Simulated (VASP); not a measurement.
Wanted: the native input for a VASP 6.6.1 run.

```
Task                   : single point
Functional             : PBEsol
Potentials or basis    : VASP PAW PBE potentials, release 64 (K_sv, Cl)
Cutoff                 : 520 eV
k mesh                 : 1 × 1 × 1
Occupations            : gaussian, width 0.1 eV
Spin                   : no spin polarisation
Dipole correction      : no
Further INCAR settings : ALGO = Normal; EDIFF = 1e-07; NBANDS = 15
```

The structure of KCl lies in POSCAR:

```
KCl
1.0
    3.5234392052      0.0000000000      0.0000000000
    0.0000000000      3.5234392052      0.0000000000
    0.0000000000      0.0000000000      3.5234392052
K Cl
1 1
Direct
    0.0000000000      0.0000000000      0.0000000000
    0.5000000000      0.5000000000      0.5000000000
```

The input as run:

INCAR

```
PREC = Accurate ; ENCUT = 520
EDIFF = 1E-7 ; ISMEAR = 0
SIGMA = 0.1 ; LREAL = False
LASPH = True ; NELM = 60
ALGO = Normal ; ISIF = 2
LWAVE = False ; LCHARG = False
GGA = PS ; NBANDS = 15
```

KPOINTS

```
regular mesh
0
Gamma
  1 1 1
```

Potentials or basis: VASP PAW PBE potentials, release 64 (K_sv, Cl).

Run with:

```sh
$ cat potpaw_PBE.64/K_sv/POTCAR potpaw_PBE.64/Cl/POTCAR > POTCAR
$ mpirun -np 1 vasp_gam > vasp.out
```

It gave:

```json
{"Pressure": "42.8 GPa", "Band gap on the k mesh": "5.52 eV"}
```

Caveat: the k points lie up to 1.78 Å⁻¹ apart; the PAW data sets were made with another functional, which shifts forces and pressure a little.

Run time: 2.3 s on 1 thread of AMD EPYC 9R45 96-Core Processor (Zen 5), with other jobs on the host, peak memory 0.11 GiB.
